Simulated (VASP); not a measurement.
Here is a VASP 6.6.1 calculation.

INCAR

```
SYSTEM = BaTiO3
ALGO = Normal
EDIFF = 1E-6
ENCUT = 520
GGA = PE
ISIF = 2
ISMEAR = -1
IVDW = 13
LASPH = .True.
LCHARG = .False.
LREAL = .False.
LWAVE = .False.
NBANDS = 28
NELM = 80
PREC = Accurate
SIGMA = 0.05
```

File KPOINTS:

```
k-points
0
Gamma
  7 7 7
  0 0 0
```

Contents of POSCAR:

```
BaTiO3
1.0
    3.9730081495      0.0000000000      0.0000000000
    0.0000000000      3.9730081495      0.0000000000
    0.0000000000      0.0000000000      4.1197862728
Ba Ti O
1 1 3
Direct
    0.0000000000      0.0000000000     -0.0062069092
    0.5000000000      0.5000000000      0.4771117719
    0.0000000000      0.5000000000      0.5189362354
    0.5000000000      0.0000000000      0.5189362354
    0.5000000000      0.5000000000      0.0342226665
```

Potentials or basis: VASP PAW PBE potentials, release 64 (Ba_sv, Ti_sv, O).

Run with:

```sh
$ cat potpaw_PBE.64/Ba_sv/POTCAR potpaw_PBE.64/Ti_sv/POTCAR potpaw_PBE.64/O/POTCAR > POTCAR
$ mpirun -np 1 vasp_std > vasp.out
```

Task: Estimate the pressure.

Result: 1.7 GPa.

Task: What does it give for the dispersion energy per atom?

Result: -0.213 eV.

Task: What does it give for the largest force?

Result: 0.071 eV/Å.

Forces on the atoms (eV/Å):
```
Ba   0.000  0.000  0.043
Ti   0.000  0.000  0.071
O    0.000  0.000 -0.022
O    0.000  0.000 -0.022
O    0.000  0.000 -0.070
```
